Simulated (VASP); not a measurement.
# Ba (P6_3/mmc) in VASP: density of states with PBE

Aim: the density of states of Ba with PBE.

All numbers are computed with VASP 6.6.1; they aren't measurements. Logs are shortened: lines on timing, memory, paths and dates and some standing lists are left out, and cuts for length are marked.

**1. The cell of the first run**

Symmetry: P6_3/mmc, No. 194, hexagonal system. The conventional cell has a = 3.308 Å, b = 3.308 Å, c = 10.802 Å, α = 90.00°, β = 90.00°, γ = 120.00°. Within 4.4 Å of Ba (site symmetry -3m) lie 12 Ba at 3.31 Å. Ba (site symmetry -6m2) has 12 Ba at 3.31 Å within 4.4 Å.

**2. Density of states, PBE (volume scaled by 0.4)**

The input, POSCAR:

```
Ba
1.0
    3.3084586035      0.0000000000      0.0000000000
   -1.6542293018      2.8652091980      0.0000000000
    0.0000000000      0.0000000000     10.8018260822
Ba
4
Direct
    0.0000000000      0.0000000000      0.0000000000
    0.0000000000      0.0000000000      0.5000000000
    0.3333333333      0.6666666667      0.2500000000
    0.6666666667      0.3333333333      0.7500000000
```

The input, INCAR.step1:

```
SYSTEM = Ba
  PREC = Accurate
  ENCUT = 520
  EDIFF = 1E-6
  ISMEAR = -1
  SIGMA = 0.08
  LREAL = .False.
  LASPH = .True.
  NELM = 100
  ALGO = Normal
  ISIF = 2
  LWAVE = .False.
  LCHARG = .True.
  GGA = PE
  NBANDS = 28
```

The input, KPOINTS.step1:

```
Automatic mesh
0
Gamma
  8 8 2
  0 0 0
```

The input, INCAR.step2:

```
SYSTEM = Ba
  PREC = Accurate
  ENCUT = 520
  EDIFF = 1E-6
  ISMEAR = -5
  SIGMA = 0.08
  LREAL = .False.
  LASPH = .True.
  NELM = 100
  ALGO = Normal
  ISIF = 2
  LWAVE = .False.
  LCHARG = .False.
  GGA = PE
  LORBIT = 11
  NBANDS = 28
  NEDOS = 2001
  ICHARG = 11
```

The input, KPOINTS.step2:

```
Automatic mesh
0
Gamma
  12 12 3
  0 0 0
```

Potentials or basis: VASP PAW PBE potentials, release 64 (Ba_sv).

Command:

```sh
$ cat potpaw_PBE.64/Ba_sv/POTCAR > POTCAR
$ cp INCAR.step1 INCAR
$ cp KPOINTS.step1 KPOINTS
$ mpirun -np 1 vasp_std > vasp.out
$ cp INCAR.step2 INCAR
$ cp KPOINTS.step2 KPOINTS
$ mpirun -np 1 vasp_std > vasp.out
```

OUTCAR:

```text
SYSTEM = Ba
   PREC = Accurate
   ENCUT = 520
   EDIFF = 1E-6
   ISMEAR = -5
   LREAL = .False.
   LASPH = .True.
   NELM = 100
   ISIF = 2
   GGA = PE
   LORBIT = 11
   ICHARG = 11

 ion  position               nearest neighbor table
   1  0.000  0.000  0.000-   3 3.31   4 3.31   4 3.31   3 3.31   4 3.31   3 3.31   3 4.68   4 4.68
                             3 4.68   4 4.68   3 4.68   4 4.68
   2  0.000  0.000  0.500-   3 3.31   4 3.31   4 3.31   3 3.31   4 3.31   3 3.31   3 4.68   4 4.68
                             3 4.68   4 4.68   3 4.68   4 4.68
   3  0.333  0.667  0.250-   1 3.31   2 3.31   1 3.31   2 3.31   1 3.31   2 3.31   1 4.68   2 4.68
                             1 4.68   2 4.68   1 4.68   2 4.68
   4  0.667  0.333  0.750-   1 3.31   2 3.31   1 3.31   2 3.31   1 3.31   2 3.31   1 4.68   2 4.68
                             1 4.68   2 4.68   1 4.68   2 4.68

  LATTYP: Found a hexagonal cell.
 ALAT       =     3.3084586035
 C/A-ratio  =     3.2649119656

  Lattice vectors:

 A1 = (   3.3084586035,   0.0000000000,   0.0000000000)
 A2 = (  -1.6542293018,   2.8652091980,   0.0000000000)
 A3 = (   0.0000000000,   0.0000000000,  10.8018260822)

Analysis of symmetry for initial positions (statically):
=====================================================================
 Subroutine PRICEL returns:
 Original cell was already a primitive cell.

 Routine SETGRP: Setting up the symmetry group for a
 hexagonal supercell.

 Subroutine GETGRP returns: Found 24 space group operations
 (whereof 12 operations were pure point group operations)
 out of a pool of 24 trial point group operations.

The static configuration has the point symmetry D_3d.
 The point group associated with its full space group is D_6h.

Analysis of symmetry for dynamics (positions and initial velocities):
=====================================================================
 Subroutine PRICEL returns:
 Original cell was already a primitive cell.

 Routine SETGRP: Setting up the symmetry group for a
 hexagonal supercell.

 Subroutine GETGRP returns: Found 24 space group operations
 (whereof 12 operations were pure point group operations)
 out of a pool of 24 trial point group operations.

The dynamic configuration has the point symmetry D_3d.
 The point group associated with its full space group is D_6h.

 Subroutine INISYM returns: Found 24 space group operations
 (whereof 12 operations are pure point group operations),
 and found     1 'primitive' translations

----------------------------------------------------------------------------------------

                                     Primitive cell

  volume of cell :     102.3951

  direct lattice vectors                    reciprocal lattice vectors
     3.308458604  0.000000000  0.000000000     0.302255558  0.174507328  0.000000000
    -1.654229302  2.865209198  0.000000000     0.000000000  0.349014655  0.000000000
     0.000000000  0.000000000 10.801826082     0.000000000  0.000000000  0.092576940

  length of vectors
     3.308458604  3.308458604 10.801826082     0.349014655  0.349014655  0.092576940

  position of ions in fractional coordinates (direct lattice)
     0.000000000  0.000000000  0.000000000
     0.000000000  0.000000000  0.500000000
     0.333333333  0.666666667  0.250000000
     0.666666667  0.333333333  0.750000000

  ion indices of the primitive-cell ions
   primitive index   ion index
                 1           1
                 2           2
                 3           3
                 4           4

----------------------------------------------------------------------------------------

 KPOINTS: Automatic mesh

Automatic generation of k-mesh.
 Grid dimensions read from file:
 generate k-points for:   12   12    3

 Generating k-lattice:

  Cartesian coordinates                     Fractional coordinates (reciprocal lattice)
     0.025187963  0.014542277  0.000000000     0.083333333  0.000000000  0.000000000
     0.000000000  0.029084555  0.000000000     0.000000000  0.083333333  0.000000000
     0.000000000  0.000000000  0.030858980     0.000000000  0.000000000  0.333333333

  Length of vectors
     0.029084555  0.029084555  0.030858980

  Shift w.r.t. Gamma in fractional coordinates (k-lattice)
     0.000000000  0.000000000  0.000000000

 TETIRR: Found    369 inequivalent tetrahedra from     2592

 Subroutine IBZKPT returns following result:
 ===========================================

 Found     38 irreducible k-points:

 Following reciprocal coordinates:
            Coordinates               Weight
  0.000000  0.000000  0.000000      1.000000
  0.083333  0.000000  0.000000      6.000000
  0.166667  0.000000  0.000000      6.000000
  0.250000  0.000000  0.000000      6.000000
  0.333333  0.000000  0.000000      6.000000
  0.416667  0.000000  0.000000      6.000000
[... 16 lines left out ...]
  0.250000  0.000000  0.333333     12.000000
  0.333333  0.000000  0.333333     12.000000
 [... further k-points ...]
   k-points           NKPTS =     38   k-points in BZ     NKDIM =     38   number of bands    NBANDS=     28
   number of dos      NEDOS =   2001   number of ions     NIONS =      4
   total plane-waves  NPLWV =  62720
   dimension x,y,z NGX =    28 NGY =   28 NGZ =   80
   dimension x,y,z NGXF=    56 NGYF=   56 NGZF=  160
   ions per type =               4
   NGX,Y,Z   is equivalent  to a cutoff of  14.07, 14.07, 12.31 a.u.
   NGXF,Y,Z  is equivalent  to a cutoff of  28.14, 28.14, 24.62 a.u.
 SYSTEM =  Ba
   PREC   = accura    normal or accurate (medium, high low for compatibility)
   ISTART =      0    job   : 0-new  1-cont  2-samecut
   ICHARG =     11    charge: 1-file 2-atom 10-const
   ISPIN  =      1    spin polarized calculation?
   LNONCOLLINEAR =      F non collinear calculations
   LSORBIT =      F    spin-orbit coupling
   LASPH  =      T    aspherical Exc in radial PAW
   ENCUT  =  520.0 eV  38.22 Ry    6.18 a.u.   6.15  6.15 20.08*2*pi/ulx,y,z
   NELM   =    100;   NELMIN=  2; NELMDL=  0     # of ELM steps
   EDIFF  = 0.1E-05   stopping-criterion for ELM
   LREAL  =      F    real-space projection
   EDIFFG = 0.1E-04   stopping-criterion for IOM
   NSW    =      0    number of steps for IOM
   IBRION =     -1    ionic relax: 0-MD 1-quasi-New 2-CG
   NFREE  =      0    steps in history (QN), initial steepest desc. (CG)
   ISIF   =      2    stress and relaxation
   ISYM   =      2    0-nonsym 1-usesym 2-fastsym
   POTIM  = 0.5000    time-step for ionic-motion
   TEBEG  =    0.0;   TEEND  =   0.0 temperature during run
   PSTRESS=    0.0 pullay stress
   NELECT =      40.0000    total number of electrons
   NUPDOWN=      -1.0000    fix difference up-down
   EMIN   =  10.00;   EMAX   =-10.00  energy-range for DOS
   EFERMI =   0.00;   METHOD = LEGACY
   ISMEAR =    -5;   SIGMA  =   0.08  broadening in eV -4-tet -1-fermi 0-gaus
   EFERMI_NEDOS =   21; number of points for ismear=-14 and -15
   IALGO  =     38    algorithm
   IMIX   =      4    mixing-type and parameters
     AMIX     =   0.40;   BMIX     =  1.00
     AMIX_MAG =   1.60;   BMIX_MAG =  1.00
  volume/ion in A,a.u.               =      25.60       172.75
  Fermi-wavevector in a.u.,A,eV,Ry     =   1.196745  2.261521 19.486257  1.432199
  Thomas-Fermi vector in A             =   2.332678
   LORBIT       =     11    0 simple, 1 ext, 2 COOP (PROOUT), +10 PAW based schemes
   GGA     = PE    functional components
   LHFCALC =     F    Hartree Fock is set to
   AEXX    =    0.0000 exact exchange contribution
   IVDW    =     0    specifies the selected vdW correction
   LEPSILON=     F    determine dielectric tensor
   LRPA    =     F    only Hartree local field effects (RPA)
 non-spin polarized calculation
 Fermi weights with tetrahedron method with Bloechl corrections
  energy-cutoff  :      520.00
  volume of cell :      102.40
 maximum number of plane-waves:      2796
 NGX is ok and might be reduce to    28

 number of electron      39.9999999 magnetization

 Free energy of the ion-electron system (eV)
  ---------------------------------------------------
  ext. energy  EPLUGINS =         0.00000000
  ---------------------------------------------------
  free energy    TOTEN  =        -0.71891217 eV

  energy without entropy =       -0.71891217  energy(sigma->0) =       -0.71891217

 E-fermi :   6.3837     XC(G=0): -10.9614

 val. band max:        6.3830881457   @ k =   0.1667   0.1667   0.0000
 cond. band min:       6.3260124455   @ k =   0.3333   0.3333   0.0000
 fundamental gap:     -0.0570757002
 Fermi energy:         6.3836572436

 k-point     1 :       0.0000    0.0000    0.0000
  band No.  band energies     occupation
      1     -22.9268      2.00000
      2     -22.4172      2.00000
      3     -22.3948      2.00000
      4     -21.7872      2.00000
      5     -10.0003      2.00000
      6      -7.8831      2.00000
[... 20 lines left out ...]
     27       9.1199      0.00000
     28       9.4339      0.00000

 k-point     2 :       0.0833    0.0000    0.0000
  band No.  band energies     occupation
      1     -22.8686      2.00000
      2     -22.3693      2.00000
      3     -22.3467      2.00000
      4     -21.7539      2.00000
      5      -9.9172      2.00000
      6      -7.8943      2.00000
[... 20 lines left out ...]
     27       8.9977      0.00000
     28       9.2218      0.00000

 k-point     3 :       0.1667    0.0000    0.0000
  band No.  band energies     occupation
      1     -22.7023      2.00000
      2     -22.2345      2.00000
      3     -22.2118      2.00000
      4     -21.6642      2.00000
      5      -9.6745      2.00000
      6      -8.0152      2.00000
[... 20 lines left out ...]
     27       9.3315      0.00000
     28       9.6457      0.00000

 k-point     4 :       0.2500    0.0000    0.0000
  band No.  band energies     occupation
      1     -22.4529      2.00000
      2     -22.0405      2.00000
      3     -22.0177      2.00000
      4     -21.5471      2.00000
      5      -9.3016      2.00000
      6      -8.4854      2.00000
[... 20 lines left out ...]
     27       9.3044      0.00000
     28      10.2857      0.00000

 k-point     5 :       0.3333    0.0000    0.0000
  band No.  band energies     occupation
      1     -22.1653      2.00000
      2     -21.8337      2.00000
      3     -21.8111      2.00000
      4     -21.4464      2.00000
      5      -9.1915      2.00000
      6      -9.1699      2.00000
[... 20 lines left out ...]
     27      10.0758      0.00000
     28      11.0347      0.00000

 k-point     6 :       0.4167    0.0000    0.0000
  band No.  band energies     occupation
      1     -21.9085      2.00000
      2     -21.6727      2.00000
      3     -21.6518      2.00000
      4     -21.4021      2.00000
      5      -9.7391      2.00000
      6      -9.6169      2.00000
[... 463 lines left out ...]
      5      -9.6568      2.00000
      6      -8.9296      2.00000
[... 20 lines left out ...]
     27       8.8120      0.00000
     28       9.1966      0.00000

 k-point    22 :       0.1667    0.0000    0.3333
  band No.  band energies     occupation
      1     -22.6418      2.00000
      2     -22.4711      2.00000
      3     -21.9555      2.00000
      4     -21.7449      2.00000
      5      -9.4510      2.00000
      6      -8.8385      2.00000
[... 20 lines left out ...]
     27       9.5303      0.00000
     28       9.6236      0.00000

 k-point    23 :       0.2500    0.0000    0.3333
  band No.  band energies     occupation
      1     -22.3989      2.00000
      2     -22.2474      2.00000
      3     -21.7964      2.00000
      4     -21.6157      2.00000
      5      -9.1782      2.00000
      6      -8.8533      2.00000
[... 20 lines left out ...]
     27       9.6377      0.00000
     28       9.8712      0.00000

 k-point    24 :       0.3333    0.0000    0.3333
  band No.  band energies     occupation
      1     -22.1211      2.00000
      2     -21.9978      2.00000
      3     -21.6388      2.00000
      4     -21.4989      2.00000
      5      -9.2548      2.00000
      6      -9.0598      2.00000
[... 20 lines left out ...]
     27      10.2157      0.00000
     28      10.6169      0.00000

 [... further k-points ...]
[... 5 lines left out ...]
  --------------------------------------------------------------------------------------
  -------------------------------------------------------------------------------------
  Total       18.9280625     18.9280625     17.5973156     -0.0000000      0.0000000      0.0000000
  in kB      296.1675837    296.1675837    275.3453729     -0.0000000      0.0000000      0.0000000
  external PRESSURE =     289.2268468 kB  Pullay stress =       0.0000000 kB

 VOLUME and BASIS-vectors are now :
 -----------------------------------------------------------------------------
  energy-cutoff  :      520.00
  volume of cell :      102.40
      direct lattice vectors                 reciprocal lattice vectors
     3.308458604  0.000000000  0.000000000     0.302255558  0.174507328  0.000000000
    -1.654229302  2.865209198  0.000000000     0.000000000  0.349014655  0.000000000
     0.000000000  0.000000000 10.801826082     0.000000000  0.000000000  0.092576940

 POSITION                                       TOTAL-FORCE (eV/Angst)
 -----------------------------------------------------------------------------------
      0.00000      0.00000      0.00000        -0.000000      0.000000      0.000000
      0.00000      0.00000      5.40091        -0.000000      0.000000      0.000000
     -0.00000      1.91014      2.70046        -0.000000      0.000000      0.000000
      1.65423      0.95507      8.10137         0.000000     -0.000000     -0.000000
 -----------------------------------------------------------------------------------
    total drift:                                0.000000      0.000000     -0.000000

  FREE ENERGIE OF THE ION-ELECTRON SYSTEM (eV)
  ---------------------------------------------------
  free  energy   TOTEN  =        -0.7189121656 eV

  energy  without entropy=       -0.7189121656  energy(sigma->0) =       -0.71891217

 total charge

# of ion       s       p       d       tot
------------------------------------------
    1        2.057   5.437   1.082   8.576
    2        2.057   5.437   1.082   8.576
    3        2.065   5.430   1.085   8.580
    4        2.065   5.430   1.085   8.580
--------------------------------------------------
tot          8.244  21.735   4.333  34.312
```

Wall time 4 min (1 thread of AMD EPYC 7R13, shared host); peak memory 0.23 GiB.

What came out:

| Quantity | Value |
| --- | --- |
| Valence electrons inside the program's atomic spheres | Ba 8.58 |

Caveat: spin-orbit coupling is left out, which moves the levels of the heavy elements; tetrahedron occupations give inexact forces and stress in metals.
